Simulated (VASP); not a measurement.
Set up this calculation in VASP 6.6.1, as the native input.

```
Task                   : single point
Functional             : PBE
Potentials or basis    : VASP PAW PBE potentials, release 64 (Se)
Cutoff                 : 520 eV
k mesh                 : 10 × 10 × 10
Occupations            : methfessel-paxton, width 0.272114 eV
Spin                   : no spin polarisation
Dipole correction      : no
Further INCAR settings : ALGO = Normal; EDIFF = 1e-07; NBANDS = 9
```

The structure of Se lies in POSCAR:

```
Se
1.0
   -1.7034486149      1.7034486149      1.7034486149
    1.7034486149     -1.7034486149      1.7034486149
    1.7034486149      1.7034486149     -1.7034486149
Se
1
Direct
    0.0000000000      0.0000000000      0.0000000000
```

One way to write it, as run:

INCAR

```
PREC = Accurate
ENCUT = 520
EDIFF = 1E-7
ISMEAR = 1
SIGMA = 0.27211386245988
LREAL = False
LASPH = True
NELM = 80
ALGO = Normal
ISIF = 2
LWAVE = False
LCHARG = False
GGA = PE
NBANDS = 9
```

KPOINTS

```
regular mesh
0
Gamma
  10 10 10
```

Potentials or basis: VASP PAW PBE potentials, release 64 (Se).

The run is started by

```console
$ cat potpaw_PBE.64/Se/POTCAR > POTCAR
$ mpirun -np 1 vasp_std > vasp.out
```

Results of the run:

The pressure is 2.2 GPa and the band gap on the k mesh is zero (band 3 reaches 8.95 eV, above the bottom of band 4 at 2.52 eV).

It took 4.5 s on 1 thread of Intel(R) Xeon(R) Platinum 8375C CPU @ 2.90GHz (Ice Lake) (shared host), peak memory 0.13 GiB.
